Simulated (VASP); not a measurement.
Input of a VASP 6.6.1 run:

File INCAR:

```
SYSTEM = CsPbBr3
  PREC = Accurate
  ENCUT = 520
  EDIFF = 1E-7
  ISMEAR = -1
  SIGMA = 0.02
  LREAL = .False.
  LASPH = .True.
  NELM = 60
  ALGO = Normal
  ISIF = 2
  LWAVE = .False.
  LCHARG = .False.
  GGA = PE
  NBANDS = 30
```

KPOINTS

```
Automatic mesh
0
Gamma
  4 4 4
  0 0 0
```

Contents of POSCAR:

```
CsPbBr3
1.0
    6.0095124675      0.0000000000      0.0000000000
    0.0000000000      6.0095124675      0.0000000000
    0.0000000000      0.0000000000      6.0095124675
Cs Pb Br
1 1 3
Direct
    0.0000000000      0.0000000000      0.0000000000
    0.5000000000      0.5000000000      0.5000000000
    0.5000000000      0.5000000000      0.0000000000
    0.5000000000      0.0000000000      0.5000000000
    0.0000000000      0.5000000000      0.5000000000
```

Potentials or basis: VASP PAW PBE potentials, release 64 (Cs_sv, Pb_d, Br).

Run with:

```bash
$ cat potpaw_PBE.64/Cs_sv/POTCAR potpaw_PBE.64/Pb_d/POTCAR potpaw_PBE.64/Br/POTCAR > POTCAR
$ mpirun -np 1 vasp_std > vasp.out
```

**Question.** Predict the pressure.

**Answer.** 0.0 GPa.

**Question.** What does it give for the band gap on the k mesh?

**Answer.** 1.79 eV.

Caveat: spin-orbit coupling is left out, which moves the levels of the heavy elements. A k mesh can miss the band edges.
